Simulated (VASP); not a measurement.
# ZnSe (kscan) (F-43m) in VASP: phonons with r2SCAN

Aim: the phonons of ZnSe (kscan) with r2SCAN.

Program: VASP 6.6.1. These are calculated values, not measurements. Logs are shortened: lines on timing, memory, paths and dates and some standing lists are left out, and cuts for length are marked.

## (1) The cell of the first run

The structure is cubic, space group F-43m (No. 216). Conventional cell: a = 5.666 Å, b = 5.666 Å, c = 5.666 Å, α = 90.00°, β = 90.00°, γ = 90.00°. Within 3.2 Å of Zn (site symmetry -43m) lie 4 Se at 2.45 Å. Within 3.2 Å of Se (site symmetry -43m) lie 4 Zn at 2.45 Å.

## (2) Phonons, r2SCAN

INCAR reads:

```
PREC     = Accurate       # precision mode
ENCUT    = 520            # plane-wave cutoff, eV
EDIFF    = 1E-8           # SCF threshold, eV
ISMEAR   = 0              # smearing method
SIGMA    = 0.01           # smearing width, eV
LREAL    = False          # projectors in reciprocal space
LASPH    = True           # aspherical terms in the spheres
NELM     = 60             # most SCF steps
ALGO     = Normal         # electronic algorithm
ISIF     = 2              # what is computed and relaxed
LWAVE    = False          # write WAVECAR
LCHARG   = False          # write CHGCAR
METAGGA  = R2SCAN         # meta-GGA
LMIXTAU  = True         
IBRION   = 6              # ionic algorithm
NFREE    = 2            
POTIM    = 0.015          # step
NSW      = 1              # ionic steps
```

KPOINTS reads:

```
regular mesh
0
Gamma
  8 8 8
```

POSCAR reads:

```
ZnSe
1.0
    0.0000000000      2.8328889249      2.8328889249
    2.8328889249      0.0000000000      2.8328889249
    2.8328889249      2.8328889249      0.0000000000
Zn Se
1 1
Direct
    0.0000000000      0.0000000000      0.0000000000
    0.2500000000      0.2500000000      0.2500000000
```

Potentials or basis: VASP PAW PBE potentials, release 64 (Zn, Se).

Run with:

```bash
$ cat potpaw_PBE.64/Zn/POTCAR potpaw_PBE.64/Se/POTCAR > POTCAR
$ mpirun -np 1 vasp_std > vasp.out
```

OUTCAR:

```text
PREC = Accurate
   ENCUT = 520
   EDIFF = 1E-8
   ISMEAR = 0
   LREAL = False
   LASPH = True
   NELM = 60
   ISIF = 2
   METAGGA = R2SCAN
   IBRION = 6
   NFREE = 2
   POTIM = 0.015
   NSW = 1

 ion  position               nearest neighbor table
   1  0.000  0.000  0.000-   2 2.45   2 2.45   2 2.45   2 2.45
   2  0.250  0.250  0.250-   1 2.45   1 2.45   1 2.45   1 2.45

  LATTYP: Found a face centered cubic cell.
 ALAT       =     5.6657778498

  Lattice vectors:

 A1 = (   0.0000000000,   2.8328889249,   2.8328889249)
 A2 = (   2.8328889249,   0.0000000000,   2.8328889249)
 A3 = (   2.8328889249,   2.8328889249,   0.0000000000)

Analysis of symmetry for initial positions (statically):
=====================================================================
 Subroutine PRICEL returns:
 Original cell was already a primitive cell.

 Routine SETGRP: Setting up the symmetry group for a
 face centered cubic supercell.

 Subroutine GETGRP returns: Found 24 space group operations
 (whereof 24 operations were pure point group operations)
 out of a pool of 48 trial point group operations.

The static configuration has the point symmetry T_d .

Analysis of symmetry for dynamics (positions and initial velocities):
=====================================================================
 Subroutine PRICEL returns:
 Original cell was already a primitive cell.

 Routine SETGRP: Setting up the symmetry group for a
 face centered cubic supercell.

 Subroutine GETGRP returns: Found 24 space group operations
 (whereof 24 operations were pure point group operations)
 out of a pool of 48 trial point group operations.

The dynamic configuration has the point symmetry T_d .

 Subroutine INISYM returns: Found 24 space group operations
 (whereof 24 operations are pure point group operations),
 and found     1 'primitive' translations

----------------------------------------------------------------------------------------

                                     Primitive cell

  volume of cell :      45.4693

  direct lattice vectors                    reciprocal lattice vectors
     0.000000000  2.832888925  2.832888925    -0.176498272  0.176498272  0.176498272
     2.832888925  0.000000000  2.832888925     0.176498272 -0.176498272  0.176498272
     2.832888925  2.832888925  0.000000000     0.176498272  0.176498272 -0.176498272

  length of vectors
     4.006309938  4.006309938  4.006309938     0.305703975  0.305703975  0.305703975

  position of ions in fractional coordinates (direct lattice)
     0.000000000  0.000000000  0.000000000
     0.250000000  0.250000000  0.250000000

  ion indices of the primitive-cell ions
   primitive index   ion index
                 1           1
                 2           2

----------------------------------------------------------------------------------------

 KPOINTS: regular mesh

Automatic generation of k-mesh.
 Grid dimensions read from file:
 generate k-points for:    8    8    8

 Generating k-lattice:

  Cartesian coordinates                     Fractional coordinates (reciprocal lattice)
    -0.022062284  0.022062284  0.022062284     0.125000000  0.000000000  0.000000000
     0.022062284 -0.022062284  0.022062284     0.000000000  0.125000000  0.000000000
     0.022062284  0.022062284 -0.022062284     0.000000000  0.000000000  0.125000000

  Length of vectors
     0.038212997  0.038212997  0.038212997

  Shift w.r.t. Gamma in fractional coordinates (k-lattice)
     0.000000000  0.000000000  0.000000000

[... 59 lines left out ...]
   TEBEG  =    0.0;   TEEND  =   0.0 temperature during run
   PSTRESS=    0.0 pullay stress
   NELECT =      18.0000    total number of electrons
   NUPDOWN=      -1.0000    fix difference up-down
   EMIN   =  10.00;   EMAX   =-10.00  energy-range for DOS
   EFERMI =   0.00;   METHOD = LEGACY
   ISMEAR =     0;   SIGMA  =   0.01  broadening in eV -4-tet -1-fermi 0-gaus
   EFERMI_NEDOS =   21; number of points for ismear=-14 and -15
   IALGO  =     38    algorithm
   IMIX   =      4    mixing-type and parameters
     AMIX     =   0.40;   BMIX     =  1.00
     AMIX_MAG =   1.60;   BMIX_MAG =  1.00
  volume/ion in A,a.u.               =      22.73       153.42
  Fermi-wavevector in a.u.,A,eV,Ry     =   1.202060  2.271564 19.659712  1.444948
  Thomas-Fermi vector in A             =   2.337852
   LORBIT       =      0    0 simple, 1 ext, 2 COOP (PROOUT), +10 PAW based schemes
   METAGGA = R2SCAN    functional components
   LHFCALC =     F    Hartree Fock is set to
   AEXX    =    0.0000 exact exchange contribution
   IVDW    =     0    specifies the selected vdW correction
   LEPSILON=     F    determine dielectric tensor
   LRPA    =     F    only Hartree local field effects (RPA)
 finite differences with symmetry
 non-spin polarized calculation
 Gauss-broadening in eV      SIGMA  =   0.01
  energy-cutoff  :      520.00
  volume of cell :       45.47
 maximum number of plane-waves:      1243
 NGX is ok and might be reduce to    30
   NGX = 15   NGY = 15   NGZ = 15

--------------------------------------- Ionic step        1  -------------------------------------------

 number of electron      18.0000011 magnetization

 Free energy of the ion-electron system (eV)
  ---------------------------------------------------
  ext. energy  EPLUGINS =         0.00000000
  ---------------------------------------------------
  free energy    TOTEN  =       -24.90923346 eV

  energy without entropy =      -24.90923346  energy(sigma->0) =      -24.90923346

------------------------ aborting loop because EDIFF is reached ----------------------------------------

  FORCE on cell =-STRESS in cart. coord.  units (eV):
  Direction    XX          YY          ZZ          XY          YZ          ZX
  --------------------------------------------------------------------------------------
  -------------------------------------------------------------------------------------
  Total        0.0238848      0.0238848      0.0238848     -0.0000000     -0.0000000      0.0000000
  in kB        0.8416136      0.8416136      0.8416136     -0.0000000     -0.0000000      0.0000000
  external PRESSURE =       0.8416136 kB  Pullay stress =       0.0000000 kB
[... 131 lines left out ...]
--------------------------------------- Ionic step        5  -------------------------------------------

 number of electron      18.0000010 magnetization

 Free energy of the ion-electron system (eV)
  ---------------------------------------------------
  ext. energy  EPLUGINS =         0.00000000
  ---------------------------------------------------
  free energy    TOTEN  =       -24.90861176 eV

  energy without entropy =      -24.90861176  energy(sigma->0) =      -24.90861176

 E-fermi :   1.3651     XC(G=0):  -9.9246

 val. band max:        1.3231867571   @ k =   0.0000   0.0000   0.0000
 cond. band min:       3.1778125278   @ k =   0.0000   0.0000   0.0000
 fundamental gap:      1.8546257707
 Fermi energy:         1.3651310340

 k-point     1 :       0.0000    0.0000    0.0000
  band No.  band energies     occupation
      1     -12.4136      2.00000
      2      -5.3996      2.00000
      3      -5.3911      2.00000
      4      -5.3826      2.00000
      5      -4.9830      2.00000
      6      -4.9830      2.00000
      7       1.2890      2.00000
      8       1.3068      2.00000
      9       1.3232      2.00000
     10       3.1778      0.00000
     11       7.6110      0.00000
     12       7.6217      0.00000
     13       7.6339      0.00000
[... 354 lines left out ...]
  band No.  band energies     occupation
      1     -11.4582      2.00000
      2      -5.2728      2.00000
      3      -5.2330      2.00000
      4      -5.0180      2.00000
      5      -4.9777      2.00000
      6      -4.7776      2.00000
      7      -3.6658      2.00000
      8      -1.1325      2.00000
      9      -0.1728      2.00000
     10       6.0486      0.00000
     11       7.2872      0.00000
     12       9.2624      0.00000
     13      10.5479      0.00000

 [... further k-points ...]

------------------------ aborting loop because EDIFF is reached ----------------------------------------

  FORCE on cell =-STRESS in cart. coord.  units (eV):
  Direction    XX          YY          ZZ          XY          YZ          ZX
  --------------------------------------------------------------------------------------
  -------------------------------------------------------------------------------------
  Total        0.0244124      0.0261072      0.0261072      0.0000000      0.0793095      0.0000000
  in kB        0.8602055      0.9199235      0.9199235      0.0000000      2.7945843      0.0000000
  external PRESSURE =       0.9000175 kB  Pullay stress =       0.0000000 kB
[... 17 lines left out ...]
  FREE ENERGIE OF THE ION-ELECTRON SYSTEM (eV)
  ---------------------------------------------------
  free  energy   TOTEN  =       -24.9086117583 eV

  energy  without entropy=      -24.9086117583  energy(sigma->0) =      -24.90861176

 INTERNAL STRAIN TENSORS FROM DISPLACED ATOMS
 ============================================

 INTERNAL STRAIN TENSOR FOR ION    1 for displacements in x,y,z  (eV/Angst):
          X           Y           Z          XY          YZ          ZX
  --------------------------------------------------------------------------------
  x     0.00000    -0.00000    -0.00000     0.00000     6.02857     0.00000
  y    -0.00000    -0.00000    -0.00000     0.00000     0.00000     6.02857
  z    -0.00000    -0.00000     0.00000     6.02857     0.00000     0.00000

 INTERNAL STRAIN TENSOR FOR ION    2 for displacements in x,y,z  (eV/Angst):
          X           Y           Z          XY          YZ          ZX
  --------------------------------------------------------------------------------
  x    -0.00000     0.00000     0.00000     0.00000    -5.32831     0.00000
  y    -0.00000    -0.00000    -0.00000     0.00000     0.00000    -5.32831
  z     0.00000     0.00000    -0.00000    -5.32831     0.00000     0.00000

 Eigenvectors and eigenvalues of the dynamical matrix
 ----------------------------------------------------

   1 f  =    6.144008 THz    38.603944 2PiTHz  204.942062 cm-1    25.409566 meV
             X         Y         Z           dx          dy          dz
      0.000000  0.000000  0.000000     0.000000    0.740272    0.000000
      1.416444  1.416444  1.416444     0.000000   -0.672307    0.000000
[... 21 lines left out ...]
   6 f/i=    0.006169 THz     0.038759 2PiTHz    0.205765 cm-1     0.025512 meV
             X         Y         Z           dx          dy          dz
      0.000000  0.000000  0.000000     0.000000    0.000000   -0.672307
      1.416444  1.416444  1.416444     0.000000    0.000000   -0.740272

 ELASTIC MODULI CONTR FROM IONIC RELAXATION (kBar)
 Direction    XX          YY          ZZ          XY          YZ          ZX
 --------------------------------------------------------------------------------
 XX          -0.0000      0.0000      0.0000      0.0000     -0.0000      0.0000
 YY           0.0000     -0.0000     -0.0000      0.0000      0.0000      0.0000
 ZZ           0.0000     -0.0000     -0.0000     -0.0000      0.0000      0.0000
 XY           0.0000      0.0000     -0.0000   -205.7225      0.0000      0.0000
 YZ          -0.0000      0.0000      0.0000      0.0000   -205.7225      0.0000
 ZX           0.0000      0.0000      0.0000      0.0000      0.0000   -205.7225
 --------------------------------------------------------------------------------
```

It took 6.2 min on 1 thread of Intel Xeon 6975P-C (Granite Rapids), shared host; peak memory 0.25 GiB.

Results:

* Highest phonon frequency at Γ, LO-TO splitting left out: 205 cm⁻¹

Phonon frequencies in cm⁻¹ (negative: imaginary):
```csv
q point,frequencies
"(0.000, 0.000, 0.000)",0 0 0 205 205 205
```

Caveat: the PAW data sets were made with another functional, which shifts forces and pressure a little.
